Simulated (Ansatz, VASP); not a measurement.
# BN in VASP and in Ansatz

```xyz
4
Lattice="2.5433 0.0000 0.0000 -1.2717 2.2026 0.0000 0.0000 0.0000 4.2069" Properties=species:S:1:pos:R:3 pbc="T T T"
B     0.0000    1.4684   -0.0408
B     1.2717    0.7342    2.0626
N     0.0000    1.4684    1.6142
N     1.2717    0.7342    3.7176
```

Change from the starting cell: polar distortion scaled by 0.85.

Alike in both runs: task single point; functional r2SCAN; k mesh 12 × 12 × 6; no spin polarisation.

```csv
,VASP,Ansatz
version,VASP 6.6.1,Ansatz 0.2.0
potentials or method,"VASP PAW PBE potentials, release 64 (B, N), cutoff 520 eV","scalar-relativistic, plane waves, PAW"
occupations,"gaussian, width 0.01 eV",fixed
valence electrons in the cell,16,16
```

|  | VASP | Ansatz | Ansatz less VASP |
| --- | --- | --- | --- |
| gap on the k mesh at the Fermi level (eV) | 6.08 | 6.11 | +0.027 |
| least direct gap on the mesh (eV) | 8.23 | 8.23 | -0.003 |
| pressure (GPa) | 3.8 | 2.4 | -1.39 |
| traceless stress, the component that is largest in VASP (GPa) | 2.17 | 2.65 | +0.486 |
| rms of the force components (eV/Å) | 0.888 | 0.880 | -0.0078 |

VASP's potentials were made for PBE, not for r2SCAN. Atom by atom the forces differ by 0.008 eV/Å (rms over components).
